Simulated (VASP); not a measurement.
# TiH (Fm-3m) in VASP: single point with r2SCAN

Aim: the single point of TiH with r2SCAN.

Everything below comes from runs of VASP 6.6.1. Logs are shortened: lines on timing, memory, paths and dates and some standing lists are left out, and cuts for length are marked.

**1. The cell of the first run**

The structure is cubic, space group Fm-3m (No. 225). The conventional cell has a = 4.174 Å, b = 4.174 Å, c = 4.174 Å, α = 90.00°, β = 90.00°, γ = 90.00°. Ti (site symmetry m-3m) has 6 H at 2.09 Å within 2.8 Å. Within 2.8 Å of H (site symmetry m-3m) lie 6 Ti at 2.09 Å.

**2. Single point, r2SCAN**

Input file POSCAR:

```
TiH
1.0
    0.0000000000      2.0868941117      2.0868941117
    2.0868941117      0.0000000000      2.0868941117
    2.0868941117      2.0868941117      0.0000000000
Ti H
1 1
Direct
    0.0000000000      0.0000000000      0.0000000000
    0.5000000000      0.5000000000      0.5000000000
```

Input file INCAR.step1:

```
SYSTEM = TiH
ALGO = Normal ; EDIFF = 1E-4
ENCUT = 520 ; GGA = PE
ISMEAR = 0 ; LASPH = .True.
LCHARG = .False. ; LREAL = .False.
LWAVE = .True. ; NBANDS = 14
NELM = 60 ; PREC = Accurate
SIGMA = 0.1
```

Input file INCAR.step2:

```
SYSTEM = TiH
ALGO = Normal ; EDIFF = 1E-6
ENCUT = 520 ; ISIF = 2
ISMEAR = 0 ; ISTART = 1
LASPH = .True. ; LCHARG = .False.
LMIXTAU = .True. ; LREAL = .False.
LWAVE = .False. ; METAGGA = R2SCAN
NBANDS = 14 ; NELM = 60
PREC = Accurate ; SIGMA = 0.1
```

Input file KPOINTS:

```
k-points
0
Gamma
  22 22 22
  0 0 0
```

Potentials or basis: VASP PAW PBE potentials, release 64 (Ti_sv, H).

Started as:

```sh
$ cat potpaw_PBE.64/Ti_sv/POTCAR potpaw_PBE.64/H/POTCAR > POTCAR
$ cp INCAR.step1 INCAR
$ mpirun -np 1 vasp_std > vasp.out
$ cp INCAR.step2 INCAR
$ mpirun -np 1 vasp_std > vasp.out
```

OUTCAR:

```text
SYSTEM = TiH
   EDIFF = 1E-6
   ENCUT = 520
   ISIF = 2
   ISMEAR = 0
   ISTART = 1
   LASPH = .True.
   LREAL = .False.
   METAGGA = R2SCAN
   NELM = 60
   PREC = Accurate

 ion  position               nearest neighbor table
   1  0.000  0.000  0.000-
   2  0.500  0.500  0.500-

  LATTYP: Found a face centered cubic cell.
 ALAT       =     4.1737882234

  Lattice vectors:

 A1 = (   0.0000000000,   2.0868941117,   2.0868941117)
 A2 = (   2.0868941117,   0.0000000000,   2.0868941117)
 A3 = (   2.0868941117,   2.0868941117,   0.0000000000)

Analysis of symmetry for initial positions (statically):
=====================================================================
 Subroutine PRICEL returns:
 Original cell was already a primitive cell.

 Routine SETGRP: Setting up the symmetry group for a
 face centered cubic supercell.

 Subroutine GETGRP returns: Found 48 space group operations
 (whereof 48 operations were pure point group operations)
 out of a pool of 48 trial point group operations.

The static configuration has the point symmetry O_h .

Analysis of symmetry for dynamics (positions and initial velocities):
=====================================================================
 Subroutine PRICEL returns:
 Original cell was already a primitive cell.

 Routine SETGRP: Setting up the symmetry group for a
 face centered cubic supercell.

 Subroutine GETGRP returns: Found 48 space group operations
 (whereof 48 operations were pure point group operations)
 out of a pool of 48 trial point group operations.

The dynamic configuration has the point symmetry O_h .

 Subroutine INISYM returns: Found 48 space group operations
 (whereof 48 operations are pure point group operations),
 and found     1 'primitive' translations

----------------------------------------------------------------------------------------

                                     Primitive cell

  volume of cell :      18.1774

  direct lattice vectors                    reciprocal lattice vectors
     0.000000000  2.086894112  2.086894112    -0.239590498  0.239590498  0.239590498
     2.086894112  0.000000000  2.086894112     0.239590498 -0.239590498  0.239590498
     2.086894112  2.086894112  0.000000000     0.239590498  0.239590498 -0.239590498

  length of vectors
     2.951313956  2.951313956  2.951313956     0.414982916  0.414982916  0.414982916

  position of ions in fractional coordinates (direct lattice)
     0.000000000  0.000000000  0.000000000
     0.500000000  0.500000000  0.500000000

  ion indices of the primitive-cell ions
   primitive index   ion index
                 1           1
                 2           2

----------------------------------------------------------------------------------------

 KPOINTS: k-points

Automatic generation of k-mesh.
 Grid dimensions read from file:
 generate k-points for:   22   22   22

 Generating k-lattice:

  Cartesian coordinates                     Fractional coordinates (reciprocal lattice)
    -0.010890477  0.010890477  0.010890477     0.045454545  0.000000000  0.000000000
     0.010890477 -0.010890477  0.010890477     0.000000000  0.045454545  0.000000000
     0.010890477  0.010890477 -0.010890477     0.000000000  0.000000000  0.045454545

  Length of vectors
     0.018862860  0.018862860  0.018862860

  Shift w.r.t. Gamma in fractional coordinates (k-lattice)
     0.000000000  0.000000000  0.000000000

 Subroutine IBZKPT returns following result:
 ===========================================

 Found    328 irreducible k-points:

 Following reciprocal coordinates:
            Coordinates               Weight
  0.000000  0.000000  0.000000      1.000000
  0.045455  0.000000  0.000000      8.000000
  0.090909  0.000000  0.000000      8.000000
  0.136364  0.000000  0.000000      8.000000
  0.181818  0.000000  0.000000      8.000000
  0.227273  0.000000  0.000000      8.000000
[... 16 lines left out ...]
  0.500000  0.045455  0.000000     24.000000
 -0.454545  0.045455  0.000000     24.000000
 [... further k-points ...]
   k-points           NKPTS =    328   k-points in BZ     NKDIM =    328   number of bands    NBANDS=     14
   number of dos      NEDOS =    301   number of ions     NIONS =      2
   total plane-waves  NPLWV =  13824
   dimension x,y,z NGX =    24 NGY =   24 NGZ =   24
   dimension x,y,z NGXF=    48 NGYF=   48 NGZF=   48
   ions per type =               1   1
   NGX,Y,Z   is equivalent  to a cutoff of  13.52, 13.52, 13.52 a.u.
   NGXF,Y,Z  is equivalent  to a cutoff of  27.04, 27.04, 27.04 a.u.
 SYSTEM =  TiH
   PREC   = accura    normal or accurate (medium, high low for compatibility)
   ISTART =      1    job   : 0-new  1-cont  2-samecut
   ICHARG =      0    charge: 1-file 2-atom 10-const
   ISPIN  =      1    spin polarized calculation?
   LNONCOLLINEAR =      F non collinear calculations
   LSORBIT =      F    spin-orbit coupling
   LASPH  =      T    aspherical Exc in radial PAW
   ENCUT  =  520.0 eV  38.22 Ry    6.18 a.u.   5.49  5.49  5.49*2*pi/ulx,y,z
   NELM   =     60;   NELMIN=  2; NELMDL=  0     # of ELM steps
   EDIFF  = 0.1E-05   stopping-criterion for ELM
   LREAL  =      F    real-space projection
   EDIFFG = 0.1E-04   stopping-criterion for IOM
   NSW    =      0    number of steps for IOM
   IBRION =     -1    ionic relax: 0-MD 1-quasi-New 2-CG
   NFREE  =      0    steps in history (QN), initial steepest desc. (CG)
   ISIF   =      2    stress and relaxation
   ISYM   =      2    0-nonsym 1-usesym 2-fastsym
   POTIM  = 0.5000    time-step for ionic-motion
   TEBEG  =    0.0;   TEEND  =   0.0 temperature during run
   PSTRESS=    0.0 pullay stress
   NELECT =      13.0000    total number of electrons
   NUPDOWN=      -1.0000    fix difference up-down
   EMIN   =  10.00;   EMAX   =-10.00  energy-range for DOS
   EFERMI =   0.00;   METHOD = LEGACY
   ISMEAR =     0;   SIGMA  =   0.10  broadening in eV -4-tet -1-fermi 0-gaus
   EFERMI_NEDOS =   21; number of points for ismear=-14 and -15
   IALGO  =     38    algorithm
   IMIX   =      4    mixing-type and parameters
     AMIX     =   0.40;   BMIX     =  1.00
     AMIX_MAG =   1.60;   BMIX_MAG =  1.00
  volume/ion in A,a.u.               =       9.09        61.33
  Fermi-wavevector in a.u.,A,eV,Ry     =   1.464015  2.766587 29.161911  2.143340
  Thomas-Fermi vector in A             =   2.580041
   LORBIT       =      0    0 simple, 1 ext, 2 COOP (PROOUT), +10 PAW based schemes
   METAGGA = R2SCAN    functional components
   LHFCALC =     F    Hartree Fock is set to
   AEXX    =    0.0000 exact exchange contribution
   IVDW    =     0    specifies the selected vdW correction
   LEPSILON=     F    determine dielectric tensor
   LRPA    =     F    only Hartree local field effects (RPA)
 non-spin polarized calculation
 Gauss-broadening in eV      SIGMA  =   0.10
  energy-cutoff  :      520.00
  volume of cell :       18.18
 maximum number of plane-waves:       531
 NGX is ok and might be reduce to    24
   NGX = 11   NGY = 11   NGZ = 11

 number of electron      12.9999996 magnetization

 Free energy of the ion-electron system (eV)
  ---------------------------------------------------
  ext. energy  EPLUGINS =         0.00000000
  ---------------------------------------------------
  free energy    TOTEN  =       -17.14127275 eV

  energy without entropy =      -17.13303649  energy(sigma->0) =      -17.13715462

 E-fermi :   8.9154     XC(G=0): -12.8404

 val. band max:        8.9139348072   @ k =   0.4091   0.1818   0.0909
 cond. band min:       8.9168998308   @ k =   0.3636   0.2273   0.0000
 fundamental gap:      0.0029650236
 Fermi energy:         8.9154407399

 k-point     1 :       0.0000    0.0000    0.0000
  band No.  band energies     occupation
      1     -50.1564      2.00000
      2     -25.0393      2.00000
      3     -25.0393      2.00000
      4     -25.0392      2.00000
      5      -1.2181      2.00000
      6       9.6282      0.00000
      7       9.6282      0.00000
      8       9.6282      0.00000
      9      11.4466      0.00000
     10      11.4466      0.00000
     11      19.8795      0.00000
     12      23.8366      0.00000
     13      25.9723      0.00000
     14      25.9724      0.00000

 k-point     2 :       0.0455    0.0000    0.0000
  band No.  band energies     occupation
      1     -50.1541      2.00000
      2     -25.0532      2.00000
      3     -25.0409      2.00000
      4     -25.0409      2.00000
      5      -1.1579      2.00000
      6       9.5779      0.00000
      7       9.6526      0.00000
      8       9.6526      0.00000
      9      11.4227      0.00000
     10      11.4227      0.00000
     11      19.6079      0.00000
     12      23.8916      0.00000
     13      26.0377      0.00000
     14      26.0377      0.00000

 k-point     3 :       0.0909    0.0000    0.0000
  band No.  band energies     occupation
      1     -50.1474      2.00000
      2     -25.0935      2.00000
      3     -25.0456      2.00000
      4     -25.0455      2.00000
      5      -0.9794      2.00000
      6       9.4298      0.00000
      7       9.7190      0.00000
      8       9.7190      0.00000
      9      11.3611      0.00000
     10      11.3612      0.00000
     11      18.9439      0.00000
     12      24.0078      0.00000
     13      26.2246      0.00000
     14      26.2246      0.00000
[... 324 lines left out ...]
 k-point    23 :       0.5000    0.0455    0.0000
  band No.  band energies     occupation
      1     -50.0418      2.00000
      2     -25.6924      2.00000
      3     -25.1259      2.00000
      4     -25.1207      2.00000
      5       3.2837      2.00000
      6       5.6508      2.00000
      7       9.3325      0.00000
      8       9.4089      0.00000
      9      12.4109      0.00000
     10      12.4250      0.00000
     11      16.3882      0.00000
     12      18.4002      0.00000
     13      27.0098      0.00000
     14      27.0488      0.00000

 k-point    24 :      -0.4545    0.0455    0.0000
  band No.  band energies     occupation
      1     -50.0426      2.00000
      2     -25.6881      2.00000
      3     -25.1277      2.00000
      4     -25.1178      2.00000
      5       3.2096      2.00000
      6       5.7236      2.00000
      7       9.3428      0.00000
      8       9.4103      0.00000
      9      12.3510      0.00000
     10      12.4500      0.00000
     11      16.3421      0.00000
     12      18.5029      0.00000
     13      26.7947      0.00000
     14      27.3551      0.00000

 [... further k-points ...]
[... 5 lines left out ...]
  --------------------------------------------------------------------------------------
  -------------------------------------------------------------------------------------
  Total        0.0634182      0.0634182      0.0634182      0.0000000     -0.0000000     -0.0000000
  in kB        5.5897637      5.5897637      5.5897637      0.0000000     -0.0000000     -0.0000000
  external PRESSURE =       5.5897637 kB  Pullay stress =       0.0000000 kB

 VOLUME and BASIS-vectors are now :
 -----------------------------------------------------------------------------
  energy-cutoff  :      520.00
  volume of cell :       18.18
      direct lattice vectors                 reciprocal lattice vectors
     0.000000000  2.086894112  2.086894112    -0.239590498  0.239590498  0.239590498
     2.086894112  0.000000000  2.086894112     0.239590498 -0.239590498  0.239590498
     2.086894112  2.086894112  0.000000000     0.239590498  0.239590498 -0.239590498

 POSITION                                       TOTAL-FORCE (eV/Angst)
 -----------------------------------------------------------------------------------
      0.00000      0.00000      0.00000        -0.000000     -0.000000     -0.000000
      2.08689      2.08689      2.08689         0.000000      0.000000      0.000000
 -----------------------------------------------------------------------------------
    total drift:                                0.000000     -0.000000     -0.000000

  FREE ENERGIE OF THE ION-ELECTRON SYSTEM (eV)
  ---------------------------------------------------
  free  energy   TOTEN  =       -17.1412727511 eV

  energy  without entropy=      -17.1330364860  energy(sigma->0) =      -17.13715462
```

Wall time 1.8 min (1 thread of Intel Xeon 6975P-C (Granite Rapids), shared host); peak memory 0.21 GiB.

What came out:

- Free energy: -17.1413 eV
- Pressure: 0.6 GPa

Caveat: the PAW data sets were made with another functional, which shifts forces and pressure a little.
